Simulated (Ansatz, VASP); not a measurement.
One calculation of CdF2, two programs

```
Cd F
1.0
     0.00000    2.74054    2.74054
     2.74054    0.00000    2.74054
     2.74054    2.74054    0.00000
Cd F
1 2
Direct
  0.50000 0.50000 0.50000
  0.25000 0.25000 0.25000
  0.75000 0.75000 0.75000
```

Change from the starting cell: the structure that the rattled cell fell into.

Alike in both runs: task relaxation of cell and atoms; functional PBE; k mesh 8 × 8 × 8; occupations gaussian, width 0.02 eV; no spin polarisation.

|  | VASP | Ansatz |
| --- | --- | --- |
| version | VASP 6.6.1 | Ansatz 0.2.0 |
| potentials or method | VASP PAW PBE potentials, release 64 (Cd, F), cutoff 600 eV | scalar-relativistic, plane waves, PAW |
| valence electrons in the cell | 26 | 34 |

|  | VASP | Ansatz | Ansatz less VASP |
| --- | --- | --- | --- |
| gap on the k mesh at the Fermi level, each at its own relaxed structure (eV) | 2.87 | 2.92 | +0.044 |
| relaxed volume (Å³/atom) | 13.79 | 13.72 | -0.064 |
| relaxed cell length with the largest relative difference (Å) | 3.882 | 3.876 | -0.0061 |

VASP's potentials hold 26 valence electrons a cell and Ansatz's 34, so a difference there can come from the potentials and not from the codes.
